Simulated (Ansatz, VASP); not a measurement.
One calculation of Te, two programs

```
CELL_PARAMETERS angstrom
2.23380 1.28968 1.80188
-2.23380 1.28968 1.80188
0.00000 -2.57937 1.80188
ATOMIC_POSITIONS crystal
Te 0.50000 0.50000 0.50000
```

Alike in both runs: task single point; functional r2SCAN; k mesh 18 × 18 × 18; occupations gaussian, width 0.15 eV; no spin polarisation.

```csv
,VASP,Ansatz
version,VASP 6.6.1,Ansatz 0.2.0
potentials or method,"VASP PAW PBE potentials, release 64 (Te), cutoff 520 eV","scalar-relativistic, plane waves, PAW"
valence electrons in the cell,6,16
```

|  | VASP | Ansatz | Ansatz less VASP |
| --- | --- | --- | --- |
| gap on the k mesh at the Fermi level (eV) | none | none | - |
| pressure (GPa) | 2.3 | 2.4 | +0.03 |

VASP's potentials were made for PBE, not for r2SCAN. A gap of «none» marks a metal or a gap that the smearing closes. VASP's potentials hold 6 valence electrons a cell and Ansatz's 16, so a difference there can come from the potentials and not from the codes.

Spin-orbit coupling is off throughout.
